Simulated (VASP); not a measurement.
**C: single point with PBE**

Crystal: C.

```
C
1.0
     2.51656    0.00000    0.00000
    -1.25828    2.17940    0.00000
     0.00000    0.00000   18.06559
C
10
Direct
  0.33333 0.66667 0.54503
  0.66667 0.33333 0.04503
  0.00000 0.00000 0.75000
  0.33333 0.66667 0.95497
  0.00000 0.00000 0.25000
  0.66667 0.33333 0.45497
  0.33333 0.66667 0.75000
  0.00000 0.00000 0.50000
  0.66667 0.33333 0.25000
  0.00000 0.00000 0.00000
```

- Program: VASP 6.6.1
- Task: single point
- Functional: PBE
- Potentials or basis: VASP PAW PBE potentials, release 64 (C)
- Cutoff: 520 eV
- k mesh: 6 × 6 × 2
- Occupations: gaussian, width 0.1 eV
- Spin: no spin polarisation

```json
{"Pressure": "0.4 GPa", "Largest force": "0.047 eV/Å"}
```

Forces in eV/Å, atoms in the order of the input:
```
C    0.000  0.000  0.047
C    0.000  0.000  0.047
C    0.000  0.000  0.000
C    0.000  0.000 -0.047
C    0.000  0.000  0.000
C    0.000  0.000 -0.047
C    0.000  0.000  0.000
C    0.000  0.000  0.000
C    0.000  0.000  0.000
C    0.000  0.000  0.000
```

Stress tensor (GPa, compression positive):
```
0.45 0.00 0.00
0.00 0.45 0.00
0.00 0.00 0.37
```

Levels at points of the mesh, in eV from the Fermi level:
```
           k point  band 17  band 18  band 19  band 20  band 21  band 22  band 23  band 24
(0.00, 0.00, 0.00)    -2.77    -2.77    -0.22     0.02     0.55     0.55     0.55     0.55
(0.50, 0.00, 0.00)    -2.25    -2.22    -1.31    -1.26     0.26     0.29     1.68     1.69
(0.00, 0.00, 0.50)    -2.77    -2.77    -0.10    -0.10     0.55     0.55     0.55     0.55
(0.50, 0.00, 0.50)    -2.24    -2.24    -1.28    -1.28     0.27     0.27     1.69     1.69
```

Wall time 48 s on 1 thread of AMD EPYC 9R45 96-Core Processor (Zen 5), on a shared host, peak memory 0.18 GiB.

Caveat: the k points lie up to 0.48 Å⁻¹ apart; this functional lacks dispersion, which binds the layers, so the pressure and a relaxed spacing across them are unreliable.
